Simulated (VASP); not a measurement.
Runs of VASP 6.6.1 on NaCl. The structure is that of space group Pm-3m (No. 221), or close to it. The cells are those of the table. 

```tsv
cell	gap on the mesh (eV)	pressure (GPa)
a = 3.309 Å, 2 atoms	4.63	6.7
a = 3.411 Å, 2 atoms	(b)	(a)
a = 3.255 Å, 2 atoms	4.86	(c)
a = 3.200 Å, 2 atoms	5.11	13.4
a = 3.361 Å, 2 atoms	4.44	4.4
```

Alike in all rows: task single point; level PBE; potentials or basis VASP PAW PBE potentials, release 64 (Na_pv, Cl); no spin polarisation; k mesh 8 × 8 × 8; cutoff (eV) 520; smearing gaussian 0.05 eV.

**Question.** Fill in the values left out.

**Answer.** (a) 2.6; (b) 4.26; (c) 9.6.

A k mesh can miss the band edges.
